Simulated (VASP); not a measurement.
Write the native input for VASP 6.6.1 that does the following.

| Item | Value |
| --- | --- |
| Task | single point |
| Functional | r2SCAN |
| Potentials or basis | VASP PAW PBE potentials, release 64 (B_h, N_h) |
| Cutoff | 1460 eV |
| k mesh | 8 × 8 × 8 |
| Occupations | gaussian, width 0.1 eV |
| Spin | no spin polarisation |
| Dipole correction | no |
| Further INCAR settings | ALGO = Normal; EDIFF = 1e-06; NBANDS = 11 |

The system is BN.

```
B N
1.0
     0.00000    1.80500    1.80500
     1.80500    0.00000    1.80500
     1.80500    1.80500    0.00000
B N
1 1
Direct
  0.00000 0.00000 0.00000
  0.25000 0.25000 0.25000
```

One way to write it, as run:

POSCAR

```
BN
1.0
    0.0000000000      1.8050000000      1.8050000000
    1.8050000000      0.0000000000      1.8050000000
    1.8050000000      1.8050000000      0.0000000000
B N
1 1
Direct
    0.0000000000      0.0000000000      0.0000000000
    0.2500000000      0.2500000000      0.2500000000
```

INCAR.step1

```
  PREC = Accurate
  ENCUT = 1460
  ISMEAR = 0
  SIGMA = 0.1
  LREAL = F
  LASPH = T
  NELM = 120
  NBANDS = 11
  GGA = PE
  ALGO = Normal
  EDIFF = 1E-5
  LWAVE = T
  LCHARG = F
  GGA_COMPAT = F
```

INCAR.step2

```
  PREC = Accurate
  ENCUT = 1460
  EDIFF = 1E-6
  ISMEAR = 0
  SIGMA = 0.1
  LREAL = F
  LASPH = T
  NELM = 120
  ALGO = Normal
  ISIF = 2
  LWAVE = F
  LCHARG = F
  METAGGA = R2SCAN
  LMIXTAU = T
  NBANDS = 11
  ISTART = 1
  GGA_COMPAT = F
```

KPOINTS

```
Automatic mesh
0
Gamma
  8 8 8
```

Potentials or basis: VASP PAW PBE potentials, release 64 (B_h, N_h).

Run with:

```bash
$ cat potpaw_PBE.64/B_h/POTCAR potpaw_PBE.64/N_h/POTCAR > POTCAR
$ cp INCAR.step1 INCAR
$ mpirun -np 1 vasp_std > vasp.out
$ cp INCAR.step2 INCAR
$ mpirun -np 1 vasp_std > vasp.out
```

It gave:

```json
{
  "Pressure": "-0.5 GPa",
  "Band gap on the k mesh": "5.00 eV (least direct gap 9.57 eV)"
}
```

Caveat: the PAW data sets were made with another functional, which shifts forces and pressure a little.

Wall time 64 s on 1 thread of AMD EPYC 7R43 64-Core Processor (Zen 3) (shared host), peak memory 0.14 GiB.
